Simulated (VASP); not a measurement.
# Pt12CO in VASP: single point with PBE

Aim: the single point of Pt12CO with PBE.

All numbers are computed with VASP 6.6.1; they aren't measurements. Logs are shortened: lines on timing, memory, paths and dates and some standing lists are left out, and cuts for length are marked.

## 1. The cell of the first run

The cell holds a slab with vacuum, 14 atoms: a = 5.614 Å, b = 5.614 Å, c = 21.269 Å, α = 90.00°, β = 90.00°, γ = 120.00°.

## 2. Single point, PBE

INCAR reads:

```
SYSTEM = Pt12CO
  PREC = Accurate
  ENCUT = 520
  EDIFF = 1E-6
  ISMEAR = 0
  SIGMA = 0.1
  LREAL = .False.
  LASPH = .True.
  NELM = 60
  ALGO = Normal
  ISIF = 2
  LWAVE = .False.
  LCHARG = .True.
  LDIPOL = .True.
  IDIPOL = 3
  DIPOL = 0.5 0.5 0.326
  GGA = PE
  LELF = .True.
  LVHAR = .True.
  LVACPOTAV = .True.
  NBANDS = 78
```

KPOINTS reads:

```
regular mesh
0
Gamma
  6 6 1
  0 0 0
```

POSCAR reads:

```
Pt12CO
1.0
    5.6143281343      0.0000000000      0.0000000000
   -2.8071640672      4.8621507895      0.0000000000
    0.0000000000      0.0000000000     21.2692653717
Pt C O
12 1 1
Direct
    0.3333333333      0.1666666667      0.1880647935
    0.3333333333      0.6666666666      0.1880647935
    0.8333333333      0.1666666667      0.1880647935
    0.8333333333      0.6666666667      0.1880647935
    0.1666666667      0.3333333334      0.2966582686
    0.1666666667      0.8333333334      0.2966582686
    0.6666666667      0.3333333333      0.2966582686
    0.6666666667      0.8333333333      0.2966582686
    0.0000000000      0.0000000000      0.4052450906
    0.0000000000      0.5000000000      0.4052450906
    0.5000000000      0.0000000000      0.4052450906
    0.5000000000      0.5000000000      0.4052450906
    0.0000000000      0.2500000000      0.4748953666
    0.0000000000      0.2500000000      0.5300626403
```

Potentials or basis: VASP PAW PBE potentials, release 64 (Pt, C, O).

Started as:

```sh
$ cat potpaw_PBE.64/Pt/POTCAR potpaw_PBE.64/C/POTCAR potpaw_PBE.64/O/POTCAR > POTCAR
$ mpirun -np 1 vasp_std > vasp.out
```

OUTCAR:

```text
SYSTEM = Pt12CO
   PREC = Accurate
   ENCUT = 520
   EDIFF = 1E-6
   ISMEAR = 0
   LREAL = .False.
   LASPH = .True.
   NELM = 60
   ISIF = 2
   GGA = PE

 ion  position               nearest neighbor table
   1  0.333  0.167  0.188-   2 2.81   4 2.81   4 2.81   3 2.81   3 2.81   2 2.81   6 2.82   5 2.82
                             7 2.82
   2  0.333  0.667  0.188-   1 2.81   3 2.81   4 2.81   3 2.81   4 2.81   1 2.81   5 2.82   8 2.82
                             6 2.82
   3  0.833  0.167  0.188-   2 2.81   1 2.81   1 2.81   4 2.81   4 2.81   2 2.81   7 2.82   5 2.82
                             8 2.82
   4  0.833  0.667  0.188-   2 2.81   1 2.81   1 2.81   3 2.81   3 2.81   2 2.81   8 2.82   6 2.82
                             7 2.82
   5  0.167  0.333  0.297-   8 2.81   7 2.81   6 2.81   6 2.81   8 2.81   7 2.81  12 2.82  10 2.82
                             9 2.82   2 2.82   1 2.82   3 2.82
   6  0.167  0.833  0.297-   7 2.81   8 2.81   5 2.81   5 2.81   7 2.81   8 2.81  11 2.82   9 2.82
                            10 2.82   1 2.82   4 2.82   2 2.82
   7  0.667  0.333  0.297-   6 2.81   5 2.81   8 2.81   8 2.81   6 2.81   5 2.81  10 2.82  11 2.82
                            12 2.82   3 2.82   1 2.82   4 2.82
   8  0.667  0.833  0.297-   5 2.81   6 2.81   7 2.81   7 2.81   5 2.81   6 2.81   9 2.82  12 2.82
                            11 2.82   4 2.82   2 2.82   3 2.82
   9  0.000  0.000  0.405-  13 2.04  12 2.81  12 2.81  11 2.81  11 2.81  10 2.81  10 2.81   8 2.82
                             6 2.82   5 2.82
  10  0.000  0.500  0.405-  13 2.04  11 2.81  11 2.81  12 2.81  12 2.81   9 2.81   9 2.81   7 2.82
                             5 2.82   6 2.82
  11  0.500  0.000  0.405-  10 2.81  10 2.81   9 2.81   9 2.81  12 2.81  12 2.81   6 2.82   7 2.82
                             8 2.82
  12  0.500  0.500  0.405-   9 2.81   9 2.81  10 2.81  10 2.81  11 2.81  11 2.81   5 2.82   8 2.82
                             7 2.82
  13  0.000  0.250  0.475-  14 1.17  10 2.04   9 2.04
  14  0.000  0.250  0.530-  13 1.17

  LATTYP: Found a hexagonal cell.
 ALAT       =     5.6143281343
 C/A-ratio  =     3.7883901445

  Lattice vectors:

 A1 = (   5.6143281343,   0.0000000000,   0.0000000000)
 A2 = (  -2.8071640672,   4.8621507895,   0.0000000000)
 A3 = (   0.0000000000,   0.0000000000,  21.2692653717)

Analysis of symmetry for initial positions (statically):
=====================================================================
 Subroutine PRICEL returns:
 Original cell was already a primitive cell.

 Routine SETGRP: Setting up the symmetry group for a
 hexagonal supercell.

 Subroutine GETGRP returns: Found  2 space group operations
 (whereof  1 operations were pure point group operations)
 out of a pool of 24 trial point group operations.

The static configuration has the point symmetry C_1 .
 The point group associated with its full space group is C_1h.

Analysis of symmetry for dynamics (positions and initial velocities):
=====================================================================
 Subroutine PRICEL returns:
 Original cell was already a primitive cell.

 Routine SETGRP: Setting up the symmetry group for a
 hexagonal supercell.

 Subroutine GETGRP returns: Found  2 space group operations
 (whereof  1 operations were pure point group operations)
 out of a pool of 24 trial point group operations.

The dynamic configuration has the point symmetry C_1 .
 The point group associated with its full space group is C_1h.

 Subroutine INISYM returns: Found  2 space group operations
 (whereof  1 operations are pure point group operations),
 and found     1 'primitive' translations

----------------------------------------------------------------------------------------

                                     Primitive cell

  volume of cell :     580.6022

  direct lattice vectors                    reciprocal lattice vectors
     5.614328134  0.000000000  0.000000000     0.178115703  0.102835149  0.000000000
    -2.807164067  4.862150790  0.000000000     0.000000000  0.205670298  0.000000000
     0.000000000  0.000000000 21.269265372     0.000000000  0.000000000  0.047016198

  length of vectors
     5.614328134  5.614328134 21.269265372     0.205670298  0.205670298  0.047016198

  position of ions in fractional coordinates (direct lattice)
     0.333333333  0.166666667  0.188064793
     0.333333333  0.666666667  0.188064793
     0.833333333  0.166666667  0.188064793
[... 58 lines left out ...]
  0.166667  0.000000  0.000000      2.000000
  0.000000  0.166667  0.000000      4.000000
  0.333333  0.000000  0.000000      2.000000
  0.000000  0.333333  0.000000      4.000000
  0.500000  0.000000  0.000000      1.000000
  0.000000  0.500000  0.000000      2.000000
  0.166667  0.166667  0.000000      4.000000
 -0.166667  0.333333  0.000000      2.000000
  0.333333  0.166667  0.000000      4.000000
 -0.166667  0.500000  0.000000      4.000000
  0.500000  0.333333  0.000000      4.000000
  0.333333  0.333333  0.000000      2.000000
   k-points           NKPTS =     13   k-points in BZ     NKDIM =     13   number of bands    NBANDS=     78
   number of dos      NEDOS =    301   number of ions     NIONS =     14
   total plane-waves  NPLWV = 282240
   dimension x,y,z NGX =    42 NGY =   42 NGZ =  160
   dimension x,y,z NGXF=    84 NGYF=   84 NGZF=  320
   ions per type =              12   1   1
   NGX,Y,Z   is equivalent  to a cutoff of  12.44, 12.44, 12.51 a.u.
   NGXF,Y,Z  is equivalent  to a cutoff of  24.87, 24.87, 25.01 a.u.
 SYSTEM =  Pt12CO
   PREC   = accura    normal or accurate (medium, high low for compatibility)
   ISTART =      0    job   : 0-new  1-cont  2-samecut
   ICHARG =      2    charge: 1-file 2-atom 10-const
   ISPIN  =      1    spin polarized calculation?
   LNONCOLLINEAR =      F non collinear calculations
   LSORBIT =      F    spin-orbit coupling
   LASPH  =      T    aspherical Exc in radial PAW
   ENCUT  =  520.0 eV  38.22 Ry    6.18 a.u.  10.44 10.44 39.55*2*pi/ulx,y,z
   NELM   =     60;   NELMIN=  2; NELMDL= -5     # of ELM steps
   EDIFF  = 0.1E-05   stopping-criterion for ELM
   LREAL  =      F    real-space projection
   EDIFFG = 0.1E-04   stopping-criterion for IOM
   NSW    =      0    number of steps for IOM
   IBRION =     -1    ionic relax: 0-MD 1-quasi-New 2-CG
   NFREE  =      0    steps in history (QN), initial steepest desc. (CG)
   ISIF   =      2    stress and relaxation
   ISYM   =      2    0-nonsym 1-usesym 2-fastsym
   POTIM  = 0.5000    time-step for ionic-motion
   TEBEG  =    0.0;   TEEND  =   0.0 temperature during run
   PSTRESS=    0.0 pullay stress
   NELECT =     130.0000    total number of electrons
   NUPDOWN=      -1.0000    fix difference up-down
   EMIN   =  10.00;   EMAX   =-10.00  energy-range for DOS
   EFERMI =   0.00;   METHOD = LEGACY
   ISMEAR =     0;   SIGMA  =   0.10  broadening in eV -4-tet -1-fermi 0-gaus
   EFERMI_NEDOS =   21; number of points for ismear=-14 and -15
   IALGO  =     38    algorithm
   IMIX   =      4    mixing-type and parameters
     AMIX     =   0.40;   BMIX     =  1.00
     AMIX_MAG =   1.60;   BMIX_MAG =  1.00
  volume/ion in A,a.u.               =      41.47       279.86
  Fermi-wavevector in a.u.,A,eV,Ry     =   0.994099  1.878575 13.445729  0.988233
  Thomas-Fermi vector in A             =   2.126027
   LORBIT       =      0    0 simple, 1 ext, 2 COOP (PROOUT), +10 PAW based schemes
   GGA     = PE    functional components
   LHFCALC =     F    Hartree Fock is set to
   AEXX    =    0.0000 exact exchange contribution
   IVDW    =     0    specifies the selected vdW correction
   LEPSILON=     F    determine dielectric tensor
   LRPA    =     F    only Hartree local field effects (RPA)
 non-spin polarized calculation
 Gauss-broadening in eV      SIGMA  =   0.10
  energy-cutoff  :      520.00
  volume of cell :      580.60
 maximum number of plane-waves:     15691
 NGX is ok and might be reduce to    42
   NGX = 21   NGY = 21   NGZ = 79

 dipolmoment           0.000000      0.000000     -0.477726 electrons x Angstroem

 number of electron     129.9999988 magnetization

 dipolmoment           0.000000      0.000000      0.094178 electrons x Angstroem

 Free energy of the ion-electron system (eV)
  ---------------------------------------------------
  ext. energy  EPLUGINS =         0.00000000
  ---------------------------------------------------
  free energy    TOTEN  =       -84.55351047 eV

  energy without entropy =      -84.41940040  energy(sigma->0) =      -84.48645543

 E-fermi :  -0.4546     XC(G=0):  -5.4688

 val. band max:       -0.4559765116   @ k =   0.0000   0.5000   0.0000
 cond. band min:      -0.4479901583   @ k =   0.5000   0.3333   0.0000
 fundamental gap:      0.0079863532
 Fermi energy:        -0.4545685321

 k-point     1 :       0.0000    0.0000    0.0000
  band No.  band energies     occupation
      1     -23.0829      2.00000
      2     -10.9440      2.00000
      3      -9.0743      2.00000
      4      -7.5749      2.00000
      5      -7.1927      2.00000
      6      -7.1508      2.00000
[... 1029 lines left out ...]
     76       3.4014      0.00000
     77       4.5848      0.00000
 [bands above 77 left out]

------------------------ aborting loop because EDIFF is reached ----------------------------------------

  FORCE on cell =-STRESS in cart. coord.  units (eV):
  Direction    XX          YY          ZZ          XY          YZ          ZX
  --------------------------------------------------------------------------------------
  -------------------------------------------------------------------------------------
  Total      -15.7842512    -16.5317783      2.6242617      0.6473775     -0.0834600     -0.1445564
  in kB      -43.5567895    -45.6195976      7.2416747      1.7864442     -0.2303086     -0.3989047
  external PRESSURE =     -27.3115708 kB  Pullay stress =       0.0000000 kB

 VOLUME and BASIS-vectors are now :
 -----------------------------------------------------------------------------
  energy-cutoff  :      520.00
  volume of cell :      580.60
      direct lattice vectors                 reciprocal lattice vectors
     5.614328134  0.000000000  0.000000000     0.178115703  0.102835149  0.000000000
    -2.807164067  4.862150790  0.000000000     0.000000000  0.205670298  0.000000000
     0.000000000  0.000000000 21.269265372     0.000000000  0.000000000  0.047016198

 POSITION                                       TOTAL-FORCE (eV/Angst)
 -----------------------------------------------------------------------------------
      1.40358      0.81036      4.00000         0.026021     -0.019035     -0.162555
     -0.00000      3.24143      4.00000        -0.003475      0.032053     -0.162555
      4.21075      0.81036      4.00000        -0.021804     -0.012589      0.015386
      2.80716      3.24143      4.00000         0.037787      0.021817      0.130211
     -0.00000      1.62072      6.30970         0.105774      0.061068     -0.444336
     -1.40358      4.05179      6.30970         0.067855      0.039176      0.264738
      2.80716      1.62072      6.30970        -0.114772     -0.018879     -0.149500
      1.40358      4.05179      6.30970        -0.073736     -0.089956     -0.149500
      0.00000      0.00000      8.61927         0.106513     -0.072181      0.548358
     -1.40358      2.43108      8.61927        -0.009254      0.128334      0.548358
      2.80716      0.00000      8.61927        -0.380887     -0.219905     -0.324067
      1.40358      2.43108      8.61927         0.272500      0.157328     -0.154479
     -0.70179      1.21554     10.10068        -0.027515     -0.015886     -0.673526
     -0.70179      1.21554     11.27404         0.014993      0.008656      0.713466
 -----------------------------------------------------------------------------------
    total drift:                                0.000014      0.000008     -0.000503

  FREE ENERGIE OF THE ION-ELECTRON SYSTEM (eV)
  ---------------------------------------------------
  free  energy   TOTEN  =       -84.5535104737 eV

  energy  without entropy=      -84.4194003960  energy(sigma->0) =      -84.48645543

 vacuum level on the upper side and lower side of the slab         5.970         5.346
```

Wall time 50 min (1 thread of Intel Xeon 8259CL, shared host); peak memory 0.88 GiB.

Results:

```yaml
Free_energy: -84.5535 eV
Largest_force: 0.714 eV/Å
Band_gap_on_the_k_mesh: zero (bands 65 and 66 overlap by 0.69 eV)
```

Forces on the atoms (eV/Å):
```
Pt   0.026 -0.019 -0.163
Pt  -0.003  0.032 -0.163
Pt  -0.022 -0.013  0.015
Pt   0.038  0.022  0.130
Pt   0.106  0.061 -0.444
Pt   0.068  0.039  0.265
Pt  -0.115 -0.019 -0.149
Pt  -0.074 -0.090 -0.149
Pt   0.107 -0.072  0.548
Pt  -0.009  0.128  0.548
Pt  -0.381 -0.220 -0.324
Pt   0.273  0.157 -0.154
C   -0.028 -0.016 -0.674
O    0.015  0.009  0.713
```

Caveat: spin-orbit coupling is left out, which moves the levels of the heavy elements.
